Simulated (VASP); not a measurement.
# Sn3GeO8 (Immm) in VASP: single point with PBE

Aim: the single point of Sn3GeO8 with PBE.

Everything below comes from runs of VASP 6.6.1. Logs are shortened: lines on timing, memory, paths and dates and some standing lists are left out, and cuts for length are marked.

### Step 1. The cell of the first run

It takes space group Immm (No. 71, orthorhombic). Conventional cell: a = 6.312 Å, b = 6.710 Å, c = 6.727 Å, α = 90.00°, β = 90.00°, γ = 90.00°. Within 2.7 Å of Sn (site symmetry mmm) lie 6 O at 2.04 to 2.10 Å. Within 2.7 Å of Sn (site symmetry 2mm) lie 6 O at 2.05 to 2.11 Å. Within 2.6 Å of Ge (site symmetry mmm) lie 6 O at 1.93 to 2.00 Å. Within 2.8 Å of O (site symmetry m2m) lie 1 Ge at 2.00 Å and 2 Sn at 2.08 Å and 5 O at 2.70 to 2.78 Å. Within 2.7 Å of O (site symmetry m2m) lie 3 Sn at 2.04 to 2.05 Å and 1 O at 2.64 Å. O (site symmetry m) has 1 Ge at 1.93 Å and 2 Sn at 2.10 to 2.11 Å and 1 O at 2.51 Å within 2.6 Å.

### Step 2. Single point, PBE

File INCAR:

```
  PREC = Accurate
  ENCUT = 520
  EDIFF = 1E-7
  ISMEAR = 0
  SIGMA = 0.02
  LREAL = F
  LASPH = T
  NELM = 60
  ALGO = Normal
  ISIF = 2
  LWAVE = F
  LCHARG = F
  GGA = PE
  NBANDS = 64
```

File KPOINTS:

```
Automatic mesh
0
Gamma
  6 6 6
```

File POSCAR:

```
Sn3GeO8
1.0
   -3.1560214337      3.3551893172      3.3637327006
    3.1560214337     -3.3551893172      3.3637327006
    3.1560214337      3.3551893172     -3.3637327006
Sn Ge O
3 1 8
Direct
    0.0000000000      0.5000000000      0.5000000000
    0.5000000000      0.2506990705      0.7506990705
    0.5000000000      0.7493009295      0.2493009295
    0.0000000000      0.0000000000      0.0000000000
    0.7014029738      0.0000000000      0.7014029738
    0.6966149594      0.5000000000      0.1966149594
    0.1867596077      0.9538409693      0.7670813616
    0.1867596077      0.4196782461      0.2329186384
    0.2985970262      0.0000000000      0.2985970262
    0.3033850406      0.5000000000      0.8033850406
    0.8132403923      0.5803217539      0.7670813616
    0.8132403923      0.0461590307      0.2329186384
```

Potentials or basis: VASP PAW PBE potentials, release 64 (Sn_d, Ge_d, O).

Run with:

```console
$ cat potpaw_PBE.64/Sn_d/POTCAR potpaw_PBE.64/Ge_d/POTCAR potpaw_PBE.64/O/POTCAR > POTCAR
$ mpirun -np 1 vasp_std > vasp.out
```

OUTCAR:

```text
PREC = Accurate
   ENCUT = 520
   EDIFF = 1E-7
   ISMEAR = 0
   LREAL = F
   LASPH = T
   NELM = 60
   ISIF = 2
   GGA = PE

 ion  position               nearest neighbor table
   1  0.000  0.500  0.500-   6 2.04  10 2.04   8 2.10  11 2.10   7 2.10  12 2.10   4 3.16   4 3.16
                             3 3.71   2 3.71   3 3.71   2 3.71   3 3.72   2 3.72   2 3.72   3 3.72
   2  0.500  0.251  0.751-   6 2.05  10 2.05   9 2.08   5 2.08   7 2.11  11 2.11   3 3.15   3 3.16
                             1 3.71   1 3.71   1 3.72   1 3.72
   3  0.500  0.749  0.249-  10 2.05   6 2.05   9 2.08   5 2.08  12 2.11   8 2.11   2 3.15   2 3.16
                             1 3.71   1 3.71   1 3.72   1 3.72
   4  0.000  0.000  0.000-   7 1.93  12 1.93  11 1.93   8 1.93   5 2.00   9 2.00   1 3.16   1 3.16

   5  0.701  0.000  0.701-   4 2.00   3 2.08   2 2.08
   6  0.697  0.500  0.197-   1 2.04   2 2.05   3 2.05
   7  0.187  0.954  0.767-   4 1.93   1 2.10   2 2.11
   8  0.187  0.420  0.233-   4 1.93   1 2.10   3 2.11
   9  0.299  0.000  0.299-   4 2.00   3 2.08   2 2.08
  10  0.303  0.500  0.803-   1 2.04   3 2.05   2 2.05
  11  0.813  0.580  0.767-   4 1.93   1 2.10   2 2.11
  12  0.813  0.046  0.233-   4 1.93   1 2.10   3 2.11

  LATTYP: Found a body centered orthorhombic cell.
 ALAT       =     6.3120428674
 B/A-ratio  =     1.0631072658
 C/A-ratio  =     1.0658142764

  Lattice vectors:

 A1 = (  -3.1560214337,   3.3551893172,   3.3637327006)
 A2 = (   3.1560214337,  -3.3551893172,   3.3637327006)
 A3 = (   3.1560214337,   3.3551893172,  -3.3637327006)

Analysis of symmetry for initial positions (statically):
=====================================================================
 Subroutine PRICEL returns:
 Original cell was already a primitive cell.

 Routine SETGRP: Setting up the symmetry group for a
 body centered orthorhombic supercell.

 Subroutine GETGRP returns: Found  8 space group operations
 (whereof  8 operations were pure point group operations)
 out of a pool of  8 trial point group operations.

The static configuration has the point symmetry D_2h.

Analysis of symmetry for dynamics (positions and initial velocities):
=====================================================================
 Subroutine PRICEL returns:
 Original cell was already a primitive cell.

 Routine SETGRP: Setting up the symmetry group for a
 body centered orthorhombic supercell.

 Subroutine GETGRP returns: Found  8 space group operations
 (whereof  8 operations were pure point group operations)
 out of a pool of  8 trial point group operations.

The dynamic configuration has the point symmetry D_2h.

 Subroutine INISYM returns: Found  8 space group operations
 (whereof  8 operations are pure point group operations),
 and found     1 'primitive' translations

----------------------------------------------------------------------------------------

                                     Primitive cell

  volume of cell :     142.4749

  direct lattice vectors                    reciprocal lattice vectors
    -3.156021434  3.355189317  3.363732701     0.000000000  0.149022887  0.148644391
     3.156021434 -3.355189317  3.363732701     0.158427314  0.000000000  0.148644391
     3.156021434  3.355189317 -3.363732701     0.158427314  0.149022887  0.000000000

  length of vectors
     5.703723724  5.703723724  5.703723724     0.210482722  0.217242650  0.217501804

  position of ions in fractional coordinates (direct lattice)
     0.000000000  0.500000000  0.500000000
     0.500000000  0.250699070  0.750699070
     0.500000000  0.749300930  0.249300930
     0.000000000  0.000000000  0.000000000
     0.701402974  0.000000000  0.701402974
     0.696614959  0.500000000  0.196614959
     0.186759608  0.953840969  0.767081362
     0.186759608  0.419678246  0.232918638
     0.298597026  0.000000000  0.298597026
     0.303385041  0.500000000  0.803385041
     0.813240392  0.580321754  0.767081362
     0.813240392  0.046159031  0.232918638

  ion indices of the primitive-cell ions
   primitive index   ion index
                 1           1
                 2           2
                 3           3
                 4           4
                 5           5
                 6           6
                 7           7
                 8           8
                 9           9
                10          10
                11          11
                12          12

----------------------------------------------------------------------------------------

 KPOINTS: Automatic mesh

Automatic generation of k-mesh.
 Grid dimensions read from file:
 generate k-points for:    6    6    6

 Generating k-lattice:

  Cartesian coordinates                     Fractional coordinates (reciprocal lattice)
     0.000000000  0.024837148  0.024774065     0.166666667  0.000000000  0.000000000
     0.026404552  0.000000000  0.024774065     0.000000000  0.166666667  0.000000000
     0.026404552  0.024837148  0.000000000     0.000000000  0.000000000  0.166666667

  Length of vectors
     0.035080454  0.036207108  0.036250301

  Shift w.r.t. Gamma in fractional coordinates (k-lattice)
     0.000000000  0.000000000  0.000000000

 Subroutine IBZKPT returns following result:
 ===========================================

 Found     46 irreducible k-points:

 Following reciprocal coordinates:
            Coordinates               Weight
  0.000000  0.000000  0.000000      1.000000
  0.166667  0.000000  0.000000      4.000000
  0.333333 -0.000000  0.000000      4.000000
  0.500000 -0.000000  0.000000      2.000000
  0.000000  0.166667  0.000000      4.000000
  0.166667  0.166667 -0.000000      8.000000
[... 16 lines left out ...]
 -0.166667  0.166667  0.166667      2.000000
  0.166667  0.333333  0.166667      4.000000
 [... further k-points ...]
   k-points           NKPTS =     46   k-points in BZ     NKDIM =     46   number of bands    NBANDS=     64
   number of dos      NEDOS =    301   number of ions     NIONS =     12
   total plane-waves  NPLWV =  74088
   dimension x,y,z NGX =    42 NGY =   42 NGZ =   42
   dimension x,y,z NGXF=    84 NGYF=   84 NGZF=   84
   ions per type =               3   1   8
   NGX,Y,Z   is equivalent  to a cutoff of  12.24, 12.24, 12.24 a.u.
   NGXF,Y,Z  is equivalent  to a cutoff of  24.48, 24.48, 24.48 a.u.
 SYSTEM =  unknown system
   PREC   = accura    normal or accurate (medium, high low for compatibility)
   ISTART =      0    job   : 0-new  1-cont  2-samecut
   ICHARG =      2    charge: 1-file 2-atom 10-const
   ISPIN  =      1    spin polarized calculation?
   LNONCOLLINEAR =      F non collinear calculations
   LSORBIT =      F    spin-orbit coupling
   LASPH  =      T    aspherical Exc in radial PAW
   ENCUT  =  520.0 eV  38.22 Ry    6.18 a.u.  10.61 10.61 10.61*2*pi/ulx,y,z
   NELM   =     60;   NELMIN=  2; NELMDL= -5     # of ELM steps
   EDIFF  = 0.1E-06   stopping-criterion for ELM
   LREAL  =      F    real-space projection
   EDIFFG = 0.1E-05   stopping-criterion for IOM
   NSW    =      0    number of steps for IOM
   IBRION =     -1    ionic relax: 0-MD 1-quasi-New 2-CG
   NFREE  =      0    steps in history (QN), initial steepest desc. (CG)
   ISIF   =      2    stress and relaxation
   ISYM   =      2    0-nonsym 1-usesym 2-fastsym
   POTIM  = 0.5000    time-step for ionic-motion
   TEBEG  =    0.0;   TEEND  =   0.0 temperature during run
   PSTRESS=    0.0 pullay stress
   NELECT =     104.0000    total number of electrons
   NUPDOWN=      -1.0000    fix difference up-down
   EMIN   =  10.00;   EMAX   =-10.00  energy-range for DOS
   EFERMI =   0.00;   METHOD = LEGACY
   ISMEAR =     0;   SIGMA  =   0.02  broadening in eV -4-tet -1-fermi 0-gaus
   EFERMI_NEDOS =   21; number of points for ismear=-14 and -15
   IALGO  =     38    algorithm
   IMIX   =      4    mixing-type and parameters
     AMIX     =   0.40;   BMIX     =  1.00
     AMIX_MAG =   1.60;   BMIX_MAG =  1.00
  volume/ion in A,a.u.               =      11.87        80.12
  Fermi-wavevector in a.u.,A,eV,Ry     =   1.474030  2.785514 29.562274  2.172766
  Thomas-Fermi vector in A             =   2.588851
   LORBIT       =      0    0 simple, 1 ext, 2 COOP (PROOUT), +10 PAW based schemes
   GGA     = PE    functional components
   LHFCALC =     F    Hartree Fock is set to
   AEXX    =    0.0000 exact exchange contribution
   IVDW    =     0    specifies the selected vdW correction
   LEPSILON=     F    determine dielectric tensor
   LRPA    =     F    only Hartree local field effects (RPA)
 non-spin polarized calculation
 Gauss-broadening in eV      SIGMA  =   0.02
  energy-cutoff  :      520.00
  volume of cell :      142.47
 maximum number of plane-waves:      3875
   NGX = 21   NGY = 21   NGZ = 21

 number of electron     104.0000018 magnetization

 Free energy of the ion-electron system (eV)
  ---------------------------------------------------
  ext. energy  EPLUGINS =         0.00000000
  ---------------------------------------------------
  free energy    TOTEN  =       -74.83830738 eV

  energy without entropy =      -74.83830738  energy(sigma->0) =      -74.83830738

 E-fermi :   5.5922     XC(G=0): -11.1749

 val. band max:        5.4934053834   @ k =   0.0000   0.0000   0.0000
 cond. band min:       6.1539754348   @ k =   0.0000   0.0000   0.0000
 fundamental gap:      0.6605700514
 Fermi energy:         5.5921888831

 k-point     1 :       0.0000    0.0000    0.0000
  band No.  band energies     occupation
      1     -18.5905      2.00000
      2     -18.5848      2.00000
      3     -18.4312      2.00000
      4     -18.4230      2.00000
      5     -18.4209      2.00000
      6     -15.5909      2.00000
[... 56 lines left out ...]
     63      16.1736      0.00000
     64      16.2586      0.00000

 k-point     2 :       0.1667    0.0000    0.0000
  band No.  band energies     occupation
      1     -18.5903      2.00000
      2     -18.5851      2.00000
      3     -18.4312      2.00000
      4     -18.4230      2.00000
      5     -18.4209      2.00000
      6     -15.6591      2.00000
[... 1530 lines left out ...]
     63      14.9480      0.00000
     64      15.1937      0.00000

 [... further k-points ...]

------------------------ aborting loop because EDIFF is reached ----------------------------------------

  FORCE on cell =-STRESS in cart. coord.  units (eV):
  Direction    XX          YY          ZZ          XY          YZ          ZX
  --------------------------------------------------------------------------------------
  -------------------------------------------------------------------------------------
  Total        0.6658381      0.3945092      0.3807099      0.0000000      0.0000000      0.0000000
  in kB        7.4875678      4.4363854      4.2812077      0.0000000      0.0000000      0.0000000
  external PRESSURE =       5.4017203 kB  Pullay stress =       0.0000000 kB

 VOLUME and BASIS-vectors are now :
 -----------------------------------------------------------------------------
  energy-cutoff  :      520.00
  volume of cell :      142.47
      direct lattice vectors                 reciprocal lattice vectors
    -3.156021434  3.355189317  3.363732701     0.000000000  0.149022887  0.148644391
     3.156021434 -3.355189317  3.363732701     0.158427314  0.000000000  0.148644391
     3.156021434  3.355189317 -3.363732701     0.158427314  0.149022887  0.000000000

 POSITION                                       TOTAL-FORCE (eV/Angst)
 -----------------------------------------------------------------------------------
      3.15602      0.00000      0.00000         0.000000      0.000000     -0.000000
      1.58242      3.35519      0.00000         0.002540      0.000000     -0.000000
      1.57360      0.00000      3.36373        -0.002540      0.000000     -0.000000
      0.00000      0.00000      0.00000         0.000000      0.000000     -0.000000
      0.00000      4.70668      0.00000         0.000000      0.045759     -0.000000
      0.00000      1.31936      3.36373         0.000000      0.026653     -0.000000
      4.84185     -0.00000      1.25642         0.015325     -0.000000      0.012001
      1.47019      0.00000      1.25642        -0.015325      0.000000      0.012001
      0.00000      2.00370      0.00000        -0.000000     -0.045759     -0.000000
      3.15602      2.03583      0.00000         0.000000     -0.026653     -0.000000
      1.68583      3.35519      2.10731         0.015325     -0.000000     -0.012001
     -1.68583      3.35519      2.10731        -0.015325     -0.000000     -0.012001
 -----------------------------------------------------------------------------------
    total drift:                               -0.000000     -0.000000      0.000000

  FREE ENERGIE OF THE ION-ELECTRON SYSTEM (eV)
  ---------------------------------------------------
  free  energy   TOTEN  =       -74.8383073784 eV

  energy  without entropy=      -74.8383073784  energy(sigma->0) =      -74.83830738
```

It took 11 min on 1 thread of AMD EPYC 7R43 (Zen 3), shared host; peak memory 0.42 GiB.

Results:

- Free energy: -74.8383 eV
- Pressure: 0.5 GPa
- Largest force: 0.046 eV/Å
- Band gap on the k mesh: 0.66 eV

Forces on the atoms (eV/Å):
```
Sn   0.000  0.000  0.000
Sn   0.003  0.000  0.000
Sn  -0.003  0.000  0.000
Ge   0.000  0.000  0.000
O    0.000  0.046  0.000
O    0.000  0.027  0.000
O    0.015  0.000  0.012
O   -0.015  0.000  0.012
O    0.000 -0.046  0.000
O    0.000 -0.027  0.000
O    0.015  0.000 -0.012
O   -0.015  0.000 -0.012
```

Caveat: spin-orbit coupling is left out, which moves the levels of the heavy elements.
